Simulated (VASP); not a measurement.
# Na3TeH (Pm-3m) in VASP: notebook, part 2 of 2

VASP 6.6.1. Earlier steps stand in the parts before.

## Step 4: Single point, PBE

This run uses another cell than the first one: it holds 10 atoms, not 5.

The input, INCAR:

```
PREC     = Accurate       # precision mode
ENCUT    = 520            # plane-wave cutoff, eV
EDIFF    = 1E-7           # SCF threshold, eV
ISMEAR   = 0              # smearing method
SIGMA    = 0.1            # smearing width, eV
LREAL    = False          # projectors in reciprocal space
LASPH    = True           # aspherical terms in the spheres
NELM     = 100            # most SCF steps
ALGO     = Normal         # electronic algorithm
ISIF     = 2              # what is computed and relaxed
LWAVE    = False          # write WAVECAR
LCHARG   = False          # write CHGCAR
GGA      = PE             # functional
NBANDS   = 39             # bands
```

The input, KPOINTS:

```
Automatic mesh
0
Gamma
  4 4 2
```

The input, POSCAR:

```
Na3TeH
1.0
    0.0000000000      4.7600275683      0.0000000000
    0.0000000000      0.0000000000      4.7600275683
    9.5200551366      0.0000000000      0.0000000000
Na Te H
6 2 2
Direct
    0.0000000000      0.0000000000      0.2500000000
    0.0000000000      0.0000000000      0.7500000000
    0.5000000000      0.0000000000      0.0000000000
    0.5000000000      0.0000000000      0.5000000000
    0.0000000000      0.5000000000      0.0000000000
    0.0000000000      0.5000000000      0.5000000000
    0.5000000000      0.5000000000      0.2500000000
    0.5000000000      0.5000000000      0.7500000000
    0.0000000000      0.0000000000      0.0000000000
    0.0000000000      0.0000000000      0.5000000000
```

Potentials or basis: VASP PAW PBE potentials, release 64 (Na_pv, Te, H).

Started as:

```
$ cat potpaw_PBE.64/Na_pv/POTCAR potpaw_PBE.64/Te/POTCAR potpaw_PBE.64/H/POTCAR > POTCAR
$ mpirun -np 1 vasp_std > vasp.out
```

OUTCAR:

```text
PREC = Accurate
   ENCUT = 520
   EDIFF = 1E-7
   ISMEAR = 0
   LREAL = False
   LASPH = True
   NELM = 100
   ISIF = 2
   GGA = PE

 ion  position               nearest neighbor table
   1  0.000  0.000  0.250-
   2  0.000  0.000  0.750-
   3  0.500  0.000  0.000-
   4  0.500  0.000  0.500-
   5  0.000  0.500  0.000-
   6  0.000  0.500  0.500-
   7  0.500  0.500  0.250-
   8  0.500  0.500  0.750-
   9  0.000  0.000  0.000-
  10  0.000  0.000  0.500-

  LATTYP: Found a simple tetragonal cell.
 ALAT       =     4.7600275683
 C/A-ratio  =     2.0000000000

  Lattice vectors:

 A1 = (   0.0000000000,   4.7600275683,   0.0000000000)
 A2 = (   0.0000000000,   0.0000000000,   4.7600275683)
 A3 = (   9.5200551366,   0.0000000000,   0.0000000000)

Analysis of symmetry for initial positions (statically):
=====================================================================
 Subroutine PRICEL returns following result:

  LATTYP: Found a simple cubic cell.
 ALAT       =     4.7600275683

  Lattice vectors:

 A1 = (   0.0000000000,   4.7600275683,   0.0000000000)
 A2 = (   0.0000000000,   0.0000000000,   4.7600275683)
 A3 = (   4.7600275683,   0.0000000000,   0.0000000000)

   2 primitive cells build up your supercell.

 Routine SETGRP: Setting up the symmetry group for a
 simple tetragonal supercell.

 Subroutine GETGRP returns: Found 16 space group operations
 (whereof 16 operations were pure point group operations)
 out of a pool of 16 trial point group operations.

The static configuration has the point symmetry D_4h.

Analysis of symmetry for dynamics (positions and initial velocities):
=====================================================================
 Subroutine PRICEL returns following result:

  LATTYP: Found a simple cubic cell.
 ALAT       =     4.7600275683

  Lattice vectors:

 A1 = (   0.0000000000,   4.7600275683,   0.0000000000)
 A2 = (   0.0000000000,   0.0000000000,   4.7600275683)
 A3 = (   4.7600275683,   0.0000000000,   0.0000000000)

   2 primitive cells build up your supercell.

 Routine SETGRP: Setting up the symmetry group for a
 simple tetragonal supercell.

 Subroutine GETGRP returns: Found 16 space group operations
 (whereof 16 operations were pure point group operations)
 out of a pool of 16 trial point group operations.

The dynamic configuration has the point symmetry D_4h.

 Subroutine INISYM returns: Found 16 space group operations
 (whereof 16 operations are pure point group operations),
 and found     2 'primitive' translations

----------------------------------------------------------------------------------------

                                     Primitive cell

  volume of cell :     107.8520

  direct lattice vectors                    reciprocal lattice vectors
[... 50 lines left out ...]
  0.000000  0.000000  0.000000      1.000000
  0.250000  0.000000  0.000000      4.000000
  0.500000  0.000000  0.000000      2.000000
  0.250000  0.250000  0.000000      4.000000
  0.500000  0.250000  0.000000      4.000000
  0.500000  0.500000  0.000000      1.000000
  0.000000  0.000000  0.500000      1.000000
  0.250000  0.000000  0.500000      4.000000
  0.500000  0.000000  0.500000      2.000000
  0.250000  0.250000  0.500000      4.000000
  0.500000  0.250000  0.500000      4.000000
  0.500000  0.500000  0.500000      1.000000
   k-points           NKPTS =     12   k-points in BZ     NKDIM =     12   number of bands    NBANDS=     39
   number of dos      NEDOS =    301   number of ions     NIONS =     10
   total plane-waves  NPLWV =  93312
   dimension x,y,z NGX =    36 NGY =   36 NGZ =   72
   dimension x,y,z NGXF=    72 NGYF=   72 NGZF=  144
   ions per type =               6   2   2
   NGX,Y,Z   is equivalent  to a cutoff of  12.57, 12.57, 12.57 a.u.
   NGXF,Y,Z  is equivalent  to a cutoff of  25.15, 25.15, 25.15 a.u.
 SYSTEM =  unknown system
   PREC   = accura    normal or accurate (medium, high low for compatibility)
   ISTART =      0    job   : 0-new  1-cont  2-samecut
   ICHARG =      2    charge: 1-file 2-atom 10-const
   ISPIN  =      1    spin polarized calculation?
   LNONCOLLINEAR =      F non collinear calculations
   LSORBIT =      F    spin-orbit coupling
   LASPH  =      T    aspherical Exc in radial PAW
   ENCUT  =  520.0 eV  38.22 Ry    6.18 a.u.   8.85  8.85 17.70*2*pi/ulx,y,z
   NELM   =    100;   NELMIN=  2; NELMDL= -5     # of ELM steps
   EDIFF  = 0.1E-06   stopping-criterion for ELM
   LREAL  =      F    real-space projection
   EDIFFG = 0.1E-05   stopping-criterion for IOM
   NSW    =      0    number of steps for IOM
   IBRION =     -1    ionic relax: 0-MD 1-quasi-New 2-CG
   NFREE  =      0    steps in history (QN), initial steepest desc. (CG)
   ISIF   =      2    stress and relaxation
   ISYM   =      2    0-nonsym 1-usesym 2-fastsym
   POTIM  = 0.5000    time-step for ionic-motion
   TEBEG  =    0.0;   TEEND  =   0.0 temperature during run
   PSTRESS=    0.0 pullay stress
   NELECT =      56.0000    total number of electrons
   NUPDOWN=      -1.0000    fix difference up-down
   EMIN   =  10.00;   EMAX   =-10.00  energy-range for DOS
   EFERMI =   0.00;   METHOD = LEGACY
   ISMEAR =     0;   SIGMA  =   0.10  broadening in eV -4-tet -1-fermi 0-gaus
   EFERMI_NEDOS =   21; number of points for ismear=-14 and -15
   IALGO  =     38    algorithm
   IMIX   =      4    mixing-type and parameters
     AMIX     =   0.40;   BMIX     =  1.00
     AMIX_MAG =   1.60;   BMIX_MAG =  1.00
  volume/ion in A,a.u.               =      21.57       145.56
  Fermi-wavevector in a.u.,A,eV,Ry     =   1.044363  1.973559 14.839787  1.090694
  Thomas-Fermi vector in A             =   2.179112
   LORBIT       =      0    0 simple, 1 ext, 2 COOP (PROOUT), +10 PAW based schemes
   GGA     = PE    functional components
   LHFCALC =     F    Hartree Fock is set to
   AEXX    =    0.0000 exact exchange contribution
   IVDW    =     0    specifies the selected vdW correction
   LEPSILON=     F    determine dielectric tensor
   LRPA    =     F    only Hartree local field effects (RPA)
 non-spin polarized calculation
 Gauss-broadening in eV      SIGMA  =   0.10
  energy-cutoff  :      520.00
  volume of cell :      215.70
 maximum number of plane-waves:      5851
 NGX is ok and might be reduce to    36

 number of electron      55.9999981 magnetization

 Free energy of the ion-electron system (eV)
  ---------------------------------------------------
  ext. energy  EPLUGINS =         0.00000000
  ---------------------------------------------------
  free energy    TOTEN  =       -27.31052841 eV

  energy without entropy =      -27.31052841  energy(sigma->0) =      -27.31052841

 E-fermi :   2.0031     XC(G=0):  -8.1632

 val. band max:        1.5296181551   @ k =   0.5000   0.5000   0.0000
 cond. band min:       4.1489955405   @ k =   0.0000   0.0000   0.0000
 fundamental gap:      2.6193773853
 Fermi energy:         2.0030613317

 k-point     1 :       0.0000    0.0000    0.0000
  band No.  band energies     occupation
      1     -21.7596      2.00000
      2     -21.7596      2.00000
      3     -21.7596      2.00000
      4     -21.7460      2.00000
      5     -21.7460      2.00000
      6     -21.7381      2.00000
[... 493 lines left out ...]
     38       9.7595      0.00000
     39       9.8390      0.00000

------------------------ aborting loop because EDIFF is reached ----------------------------------------

  FORCE on cell =-STRESS in cart. coord.  units (eV):
  Direction    XX          YY          ZZ          XY          YZ          ZX
  --------------------------------------------------------------------------------------
  -------------------------------------------------------------------------------------
  Total        0.0343333      0.0342701      0.0342701     -0.0000000      0.0000000      0.0000000
  in kB        0.2550162      0.2545469      0.2545469     -0.0000000      0.0000000      0.0000000
  external PRESSURE =       0.2547034 kB  Pullay stress =       0.0000000 kB

 VOLUME and BASIS-vectors are now :
 -----------------------------------------------------------------------------
  energy-cutoff  :      520.00
  volume of cell :      215.70
      direct lattice vectors                 reciprocal lattice vectors
     0.000000000  4.760027568  0.000000000     0.000000000  0.210082817  0.000000000
     0.000000000  0.000000000  4.760027568     0.000000000  0.000000000  0.210082817
     9.520055137  0.000000000  0.000000000     0.105041408  0.000000000  0.000000000

 POSITION                                       TOTAL-FORCE (eV/Angst)
 -----------------------------------------------------------------------------------
      2.38001      0.00000      0.00000        -0.000000      0.000000      0.000000
      7.14004      0.00000      0.00000         0.000000      0.000000      0.000000
      0.00000      2.38001      0.00000        -0.000000     -0.000000      0.000000
      4.76003      2.38001      0.00000         0.000000     -0.000000      0.000000
      0.00000      0.00000      2.38001        -0.000000      0.000000     -0.000000
      4.76003      0.00000      2.38001        -0.000000      0.000000     -0.000000
      2.38001      2.38001      2.38001        -0.000000      0.000000      0.000000
      7.14004      2.38001      2.38001        -0.000000      0.000000      0.000000
      0.00000      0.00000      0.00000        -0.000000      0.000000      0.000000
      4.76003      0.00000      0.00000        -0.000000      0.000000      0.000000
 -----------------------------------------------------------------------------------
    total drift:                               -0.000000      0.000000      0.000000

  FREE ENERGIE OF THE ION-ELECTRON SYSTEM (eV)
  ---------------------------------------------------
  free  energy   TOTEN  =       -27.3105284070 eV

  energy  without entropy=      -27.3105284070  energy(sigma->0) =      -27.31052841
```

It took 2.4 min on 1 thread of Intel Xeon 8259CL, shared host; peak memory 0.33 GiB.

What came out:

- Free energy: -27.3105 eV
- Pressure: 0.0 GPa
- Band gap on the k mesh: 2.62 eV

Levels at points of the mesh, in eV from the valence-band top:
```
           k point  band 24  band 25  band 26  band 27  band 28  band 29  band 30  band 31  band 32  band 33
(0.00, 0.00, 0.00)    -0.41    -0.41    -0.41    -0.18    -0.18     2.62     4.12     4.12     4.20     4.79
(0.50, 0.00, 0.00)    -1.84    -0.62    -0.18    -0.18     0.00     2.62     4.48     4.79     4.93     4.94
(0.50, 0.50, 0.00)    -1.84    -1.39    -1.39    -1.39     0.00     2.79     2.79     2.79     4.48     4.93
(0.00, 0.00, 0.50)    -0.66    -0.30    -0.30    -0.30    -0.30     3.32     3.32     4.41     4.41     5.64
(0.50, 0.00, 0.50)    -1.18    -1.03    -1.03    -0.10    -0.10     3.62     3.62     4.65     4.65     5.30
(0.50, 0.50, 0.50)    -1.63    -1.63    -1.63    -0.81    -0.81     3.58     3.58     3.75     3.75     3.75
```

Caveat: spin-orbit coupling is left out, which moves the levels of the heavy elements.

## Step 5: Relaxation of cell and atoms, PBE

The input, INCAR:

```
SYSTEM = Na3TeH
PREC = Accurate
ENCUT = 600
EDIFF = 1E-6
ISMEAR = 0
SIGMA = 0.02
LREAL = .False.
LASPH = .True.
NELM = 60
ALGO = Normal
ISIF = 3
LWAVE = .False.
LCHARG = .False.
GGA = PE
IBRION = 2
NSW = 100
EDIFFG = -0.01
```

The input, KPOINTS:

```
Automatic mesh
0
Gamma
  6 6 6
  0 0 0
```

The input, POSCAR:

```
Na3TeH
1.0
    4.7600275683      0.0000000000      0.0000000000
    0.0000000000      4.7600275683      0.0000000000
    0.0000000000      0.0000000000      4.7600275683
Na Te H
3 1 1
Direct
    0.5000000000      0.0000000000      0.0000000000
    0.0000000000      0.5000000000      0.0000000000
    0.0000000000      0.0000000000      0.5000000000
    0.5000000000      0.5000000000      0.5000000000
    0.0000000000      0.0000000000      0.0000000000
```

Potentials or basis: VASP PAW PBE potentials, release 64 (Na_pv, Te, H).

Started as:

```
$ cat potpaw_PBE.64/Na_pv/POTCAR potpaw_PBE.64/Te/POTCAR potpaw_PBE.64/H/POTCAR > POTCAR
$ mpirun -np 1 vasp_std > vasp.out
```

OUTCAR:

```text
SYSTEM = Na3TeH
   PREC = Accurate
   ENCUT = 600
   EDIFF = 1E-6
   ISMEAR = 0
   LREAL = .False.
   LASPH = .True.
   NELM = 60
   ISIF = 3
   GGA = PE
   IBRION = 2
   NSW = 100
   EDIFFG = -0.01

 ion  position               nearest neighbor table
   1  0.500  0.000  0.000-
   2  0.000  0.500  0.000-
   3  0.000  0.000  0.500-
   4  0.500  0.500  0.500-
   5  0.000  0.000  0.000-
[... 617 lines left out ...]
  Direction    XX          YY          ZZ          XY          YZ          ZX
  --------------------------------------------------------------------------------------
  -------------------------------------------------------------------------------------
  Total        0.0147887      0.0147887      0.0147887      0.0000000     -0.0000000      0.0000000
  in kB        0.2196907      0.2196907      0.2196907      0.0000000     -0.0000000      0.0000000
  external PRESSURE =       0.2196907 kB  Pullay stress =       0.0000000 kB

 VOLUME and BASIS-vectors are now :
 -----------------------------------------------------------------------------
  energy-cutoff  :      600.00
  volume of cell :      107.85
      direct lattice vectors                 reciprocal lattice vectors
     4.760027568  0.000000000  0.000000000     0.210082817  0.000000000  0.000000000
     0.000000000  4.760027568  0.000000000     0.000000000  0.210082817  0.000000000
     0.000000000  0.000000000  4.760027568     0.000000000  0.000000000  0.210082817

 POSITION                                       TOTAL-FORCE (eV/Angst)
 -----------------------------------------------------------------------------------
      2.38001      0.00000      0.00000         0.000000      0.000000      0.000000
      0.00000      2.38001      0.00000         0.000000      0.000000      0.000000
      0.00000      0.00000      2.38001         0.000000      0.000000      0.000000
      2.38001      2.38001      2.38001         0.000000      0.000000      0.000000
      0.00000      0.00000      0.00000         0.000000      0.000000      0.000000
 -----------------------------------------------------------------------------------
    total drift:                               -0.000000      0.000000     -0.000000

  FREE ENERGIE OF THE ION-ELECTRON SYSTEM (eV)
  ---------------------------------------------------
  free  energy   TOTEN  =       -13.6680350160 eV

  energy  without entropy=      -13.6680350160  energy(sigma->0) =      -13.66803502

 reached required accuracy - stopping structural energy minimisation
```

It took 66 s on 1 thread of Intel Xeon 8259CL, shared host; peak memory 0.26 GiB.

What came out:

* Free energy: -13.6680 eV
* Pressure after relaxing: 0.0 GPa
* Band gap on the k mesh: 2.63 eV (least direct gap 2.81 eV)

Final structure:
```yaml
crystal:
  lattice:
    - [4.76003, 0.00000, 0.00000]
    - [0.00000, 4.76003, 0.00000]
    - [0.00000, 0.00000, 4.76003]
  atoms:
    - { symbol: Na, position: [0.50000, 0.00000, 0.00000] }
    - { symbol: Na, position: [0.00000, 0.50000, 0.00000] }
    - { symbol: Na, position: [0.00000, 0.00000, 0.50000] }
    - { symbol: Te, position: [0.50000, 0.50000, 0.50000] }
    - { symbol: H, position: [0.00000, 0.00000, 0.00000] }
```

Caveat: the relaxation stopped at its first step, so nothing moved; spin-orbit coupling is left out, which moves the levels of the heavy elements.

## Step 6: Relaxation of cell and atoms, PBE

This run uses another cell than the first one, of 28.35 Å³/atom.

The input, INCAR:

```
ALGO = Normal
EDIFF = 1E-6
EDIFFG = -0.01
ENCUT = 600
GGA = PE
IBRION = 2
ISIF = 3
ISMEAR = 0
LASPH = T
LCHARG = F
LREAL = F
LWAVE = F
NELM = 60
NSW = 100
PREC = Accurate
SIGMA = 0.02
```

The input, KPOINTS:

```
k-points
0
Gamma
  6 6 6
```

POSCAR: that of step 5 with these lines changed.

```diff
@@ -2,5 +2,5 @@
 1.0
-    4.7600275683      0.0000000000      0.0000000000
-    0.0000000000      4.7600275683      0.0000000000
-    0.0000000000      0.0000000000      4.7600275683
+    5.2138968000      0.0000000000      0.0000000000
+    0.0000000000      5.2138968000      0.0000000000
+    0.0000000000      0.0000000000      5.2138968000
 Na Te H
```

Potentials or basis: VASP PAW PBE potentials, release 64 (Na_pv, Te, H).

Started as:

```
$ cat potpaw_PBE.64/Na_pv/POTCAR potpaw_PBE.64/Te/POTCAR potpaw_PBE.64/H/POTCAR > POTCAR
$ mpirun -np 1 vasp_std > vasp.out
```

Run time: 5.7 min. Hardware: 1 thread of Intel Xeon 8259CL, shared host; peak memory 0.31 GiB.

The run converged. Its results:

| Item | Value |
| --- | --- |
| Free energy | -13.6711 eV |
| Relaxed volume | 21.60 Å³/atom |
| Relaxed cell | a = 4.762 Å, b = 4.762 Å, c = 4.762 Å, α = 90.00°, β = 90.00°, γ = 90.00° |
| Space group after relaxing (to 0.1 Å) | Pm-3m (No. 221) |
| Energy gained by relaxing | 99.5 meV/atom |
| Ionic steps | 5 |
| Pressure after relaxing | 0.0 GPa |
| Band gap on the k mesh | 2.62 eV (least direct gap 2.81 eV) |

The path:
```csv
step,energy change (eV),largest force (eV/Å),pressure (GPa),volume (Å³)
1,0.0000,0.0000,-3.73,141.74
2,-0.2764,0.0000,-2.94,128.64
3,-0.4787,0.0000,-1.06,113.31
4,-0.4964,0.0000,0.30,106.59
5,-0.4976,0.0000,-0.03,107.99
```

Final structure:
```xyz
5
Lattice="4.7620 0.0000 0.0000 0.0000 4.7620 0.0000 0.0000 0.0000 4.7620" Properties=species:S:1:pos:R:3 pbc="T T T"
Na    2.3810    0.0000    0.0000
Na    0.0000    2.3810    0.0000
Na    0.0000    0.0000    2.3810
Te    2.3810    2.3810    2.3810
H     0.0000    0.0000    0.0000
```

Levels at points of the mesh, in eV from the valence-band top:
```tsv
k point	band 11	band 12	band 13	band 14	band 15	band 16	band 17	band 18
(0.00, 0.00, 0.00)	-2.55	-0.41	-0.41	-0.41	4.13	4.13	4.20	6.75
(0.50, 0.00, 0.00)	-3.25	-0.61	-0.18	-0.18	2.62	4.79	4.95	4.95
(0.50, 0.50, 0.00)	-2.23	-1.83	-1.83	0.00	4.48	4.94	5.74	5.74
(0.50, 0.50, 0.50)	-1.88	-1.38	-1.38	-1.38	2.80	2.80	2.80	9.05
```

Caveat: the volume moved by over 15 % at a fixed basis, so the end points are rough; spin-orbit coupling is left out, which moves the levels of the heavy elements. A k mesh can miss the band edges.

## Step 7: The runs side by side

```csv
task,level,cell,k mesh,cutoff (eV),smearing,gap on the mesh (eV),pressure (GPa)
single point,PBE,"a = 4.760 Å, 5 atoms, atomic positions A",6 × 6 × 6,520,gaussian 0.02 eV,2.63,0.0
single point,r2SCAN,"a = 4.760 Å, 5 atoms, atomic positions A",6 × 6 × 6,520,gaussian 0.02 eV,3.33,-0.8
single point,PBE,"a = 4.760, b = 4.760, c = 9.520 Å, 10 atoms, atomic positions B",4 × 4 × 2,520,gaussian 0.1 eV,2.62,0.0
relaxation of cell and atoms,PBE,"relaxed from a = 4.760 Å, 5 atoms, atomic positions A",6 × 6 × 6,600,gaussian 0.02 eV,2.63,0.0
relaxation of cell and atoms,PBE,"relaxed from a = 5.214 Å, 5 atoms, atomic positions A",6 × 6 × 6,600,gaussian 0.02 eV,2.62,0.0
```

Alike in all rows: potentials or basis VASP PAW PBE potentials, release 64 (Na_pv, Te, H); no spin polarisation.

Caveats: spin-orbit coupling is left out, which moves the levels of the heavy elements; the PAW data sets were made with another functional, which shifts forces and pressure a little (at least some runs); the relaxation stopped at its first step, so nothing moved (at least some runs); the volume moved by over 15 % at a fixed basis, so the end points are rough (at least some runs).

Total energies depend on the potentials used, so only differences within one code and one set of settings carry meaning.
